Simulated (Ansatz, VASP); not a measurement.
## One calculation of NaPS, two programs

File INCAR:

```
SYSTEM = NaPS
ALGO     = Normal         ! electronic algorithm
EDIFF    = 1E-7           ! SCF threshold, eV
EDIFFG   = -0.04          ! ionic threshold
ENCUT    = 600            ! plane-wave cutoff, eV
GGA      = PE             ! functional
IBRION   = 2              ! ionic algorithm
ISIF     = 3              ! what is computed and relaxed
ISMEAR   = 0              ! smearing method
LASPH    = .True.         ! aspherical terms in the spheres
LCHARG   = .False.        ! write CHGCAR
LREAL    = .False.        ! projectors in reciprocal space
LWAVE    = .False.        ! write WAVECAR
NELM     = 100            ! most SCF steps
NSW      = 90             ! ionic steps
PREC     = Accurate       ! precision mode
SIGMA    = 0.1            ! smearing width, eV
```

Contents of KPOINTS:

```
k-points
0
Gamma
  4 4 4
  0 0 0
```

POSCAR

```
NaPS
1.0
    4.7471111200      0.0000000000      0.0000000000
    0.0000000000      4.7471111200      0.0000000000
    0.0000000000      0.0000000000      6.7134289300
Na P S
2 2 2
Direct
    0.0000000000      0.5000000000      0.0000000000
    0.5000000000      0.0000000000      0.5000000000
    0.0000000000      0.0000000000      0.7500000000
    0.0000000000      0.0000000000      0.2500000000
    0.5000000000      0.5000000000      0.2500000000
    0.5000000000      0.5000000000      0.7500000000
```

Input for Ansatz:

```yaml
crystal:
  lattice:
    - [4.74711112, 0.0, 0.0]
    - [0.0, 4.74711112, 0.0]
    - [0.0, 0.0, 6.71342893]
  atoms:
    - { symbol: Na, position: [0.0, 0.5, 0.0] }
    - { symbol: Na, position: [0.5, 0.0, 0.5] }
    - { symbol: P, position: [0.0, 0.0, 0.75] }
    - { symbol: P, position: [0.0, 0.0, 0.25] }
    - { symbol: S, position: [0.5, 0.5, 0.25] }
    - { symbol: S, position: [0.5, 0.5, 0.75] }
basis:
  ecutwfc: 420
kpoints:
  mp_grid: { grid: [4, 4, 4] }
hamiltonian:
  xc: pbe
scf:
  occupations: { method: gaussian, width: 0.1 }
  lower_state_search: "off"
output:
  forces: true
  stress: true
  eigenvalues: true
relax:
  adjacent_minimum: "off"
  f_tol: 0.04
  max_steps: 70
  cell: { stress_tol: 0.4 }
```

Alike in both runs: task relaxation of cell and atoms; functional PBE; k mesh 4 × 4 × 4; occupations gaussian, width 0.1 eV; no spin polarisation.

```csv
,VASP,Ansatz
version,VASP 6.6.1,Ansatz 0.2.0
potentials or method,"VASP PAW PBE potentials, release 64 (Na_pv, P, S), cutoff 600 eV","scalar-relativistic, plane waves, PAW"
valence electrons in the cell,36,40
```

|  | VASP | Ansatz | Ansatz less VASP |
| --- | --- | --- | --- |
| gap on the k mesh at the Fermi level, each at its own relaxed structure (eV) | none | none | - |
| relaxed volume (Å³/atom) | 20.03 | 20.10 | +0.073 |
| relaxed cell length with the largest relative difference (Å) | 3.571 | 3.580 | +0.0092 |

A gap of «none» marks a metal or a gap that the smearing closes. VASP's potentials hold 36 valence electrons a cell and Ansatz's 40, so a difference there can come from the potentials and not from the codes.

Noted on VASP's run: the volume moved by over 15 % at a fixed basis, so the end points are rough.
